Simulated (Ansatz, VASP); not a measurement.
**Mo7S9 in VASP and in Ansatz**

```xyz
16
Lattice="2.1869 4.5700 -6.1772 3.0636 -3.1952 -6.1710 -3.7092 -1.0652 -5.5423" Properties=species:S:1:pos:R:3 pbc="T T T"
Mo    0.8608   -1.2744  -11.7886
Mo   -0.3655    1.2375  -12.4208
Mo   -1.0881   -0.6613   -5.9945
Mo    2.3128    1.3199  -11.8733
Mo    1.7341   -0.9267   -6.0829
Mo    0.7177    1.8620   -5.9178
Mo   -1.4177    3.2306  -11.4037
S     4.0426    2.1083  -10.3524
S    -0.7249   -0.1794  -10.4796
S     2.4405   -0.4694  -10.2723
S     0.6298    2.4474  -10.4374
S     0.3406    0.1043   -4.3908
S     0.1534   -1.7897   -7.6578
S     1.7330    0.9140   -7.8567
S    -0.1705   -3.0262  -13.1449
S     2.1207   -0.4194  -13.5351
```

Alike in both runs: functional PBE; dispersion D3(BJ); k mesh 3 × 4 × 4; occupations gaussian, width 0.1 eV; no spin polarisation.

Ansatz relaxed the structure, and its values are those at the end. VASP's run is a single point on that final structure, the one shown.

```csv
,VASP,Ansatz
version,VASP 6.6.1,Ansatz 0.2.0
potentials or method,"VASP PAW PBE potentials, release 64 (Mo_sv, S), cutoff 520 eV","scalar-relativistic, plane waves, PAW"
valence electrons in the cell,152,152
```

Ansatz gave:

- gap on the k mesh at the Fermi level (eV): 0.07
- least direct gap on the mesh (eV): 0.09
- pressure (GPa): 0.0
- rms of the force components (eV/Å): 0.011

**Question.** Estimate VASP's values.

**Answer.** gap on the k mesh at the Fermi level (eV): 0.07; least direct gap on the mesh (eV): 0.09; pressure (GPa): 0.0; rms of the force components (eV/Å): 0.016.
